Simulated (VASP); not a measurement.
Wanted: the native input for a VASP 6.6.1 run.

```yaml
Task: single point
Functional: PBE
Potentials_or_basis: VASP PAW PBE potentials, release 64 (Hg, Te)
Cutoff: 500 eV
k_mesh: 6 × 6 × 6
Occupations: tetrahedron
Spin: no spin polarisation
Dipole_correction: no
Further_INCAR_settings: ALGO = Normal; EDIFF = 1e-06; NBANDS = 16
```

The structure of HgTe lies in POSCAR:

```
HgTe
1.0
    0.0000000000      3.2150000000      3.2150000000
    3.2150000000      0.0000000000      3.2150000000
    3.2150000000      3.2150000000      0.0000000000
Hg Te
1 1
Direct
    0.0000000000      0.0000000000      0.0000000000
    0.7500000000      0.7500000000      0.7500000000
```

The input as run:

INCAR

```
PREC = Accurate
ENCUT = 500
EDIFF = 1E-6
ISMEAR = -5
SIGMA = 0.1
LREAL = F
LASPH = T
NELM = 120
ALGO = Normal
ISIF = 2
LWAVE = F
LCHARG = F
GGA = PE
NBANDS = 16
GGA_COMPAT = F
```

KPOINTS

```
regular mesh
0
Gamma
  6 6 6
```

Potentials or basis: VASP PAW PBE potentials, release 64 (Hg, Te).

Run with:

```sh
$ cat potpaw_PBE.64/Hg/POTCAR potpaw_PBE.64/Te/POTCAR > POTCAR
$ mpirun -np 1 vasp_std > vasp.out
```

It gave:

The pressure is 4.7 GPa. The band gap on the k mesh is zero (filled and empty bands touch).

Caveat: spin-orbit coupling is left out, which moves the levels of the heavy elements; tetrahedron occupations give inexact forces and stress in metals.

It took 33 s on 1 thread of Intel Xeon 8259CL, on a shared host, peak memory 0.21 GiB.
